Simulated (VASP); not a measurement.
Crystal: Al4GeRu.

```
Al Ge Ru
1.0
     0.00000    3.74664    3.74664
     3.74664    0.00000    3.74664
     3.74664    3.74664    0.00000
Al Ge Ru
4 1 1
Direct
  0.87606 0.37465 0.37465
  0.37465 0.37465 0.37465
  0.37465 0.87606 0.37465
  0.37465 0.37465 0.87606
  0.00000 0.00000 0.00000
  0.75000 0.75000 0.75000
```

| Quantity | Value |
| --- | --- |
| Program | VASP 6.6.1 |
| Task | relaxation of cell and atoms |
| Functional | PBE |
| Potentials or basis | VASP PAW PBE potentials, release 64 (Al, Ge_d, Ru_pv) |
| Cutoff | 600 eV |
| k mesh | 4 × 4 × 4 |
| Occupations | gaussian, width 0.1 eV |
| Spin | no spin polarisation |

At the start: pressure -7.2 GPa; volume 17.53 Å³/atom.

Question: Where does the relaxation end?

Answer: Over 3 steps the energy falls by 37.6 meV/atom and the volume is 16.05 Å³/atom (-8.4 %); space group F-43m (No. 216, to 0.05 Å).

The path:
```
step  energy change (eV)  largest force (eV/Å)  pressure (GPa)  volume (Å³)
   1              0.0000                0.3741           -7.17       105.19
   2             -0.2011                0.1269            3.01        93.70
   3             -0.2258                0.0294            0.06        96.33
```

Final structure:
```cif
data_structure
_symmetry_space_group_name_H-M 'P 1'
_symmetry_Int_Tables_number 1
_cell_length_a 5.1455
_cell_length_b 5.1455
_cell_length_c 5.1455
_cell_angle_alpha 60.000
_cell_angle_beta 60.000
_cell_angle_gamma 60.000
_cell_volume 96.33
loop_
_atom_site_label
_atom_site_type_symbol
_atom_site_fract_x
_atom_site_fract_y
_atom_site_fract_z
_atom_site_occupancy
Al1 Al 0.87291 0.37570 0.37570 1
Al2 Al 0.37570 0.37570 0.37570 1
Al3 Al 0.37570 0.87291 0.37570 1
Al4 Al 0.37570 0.37570 0.87291 1
Ge1 Ge 0.00000 0.00000 0.00000 1
Ru1 Ru 0.75000 0.75000 0.75000 1
```

Caveat: the k points lie up to 0.37 Å⁻¹ apart in the final cell.
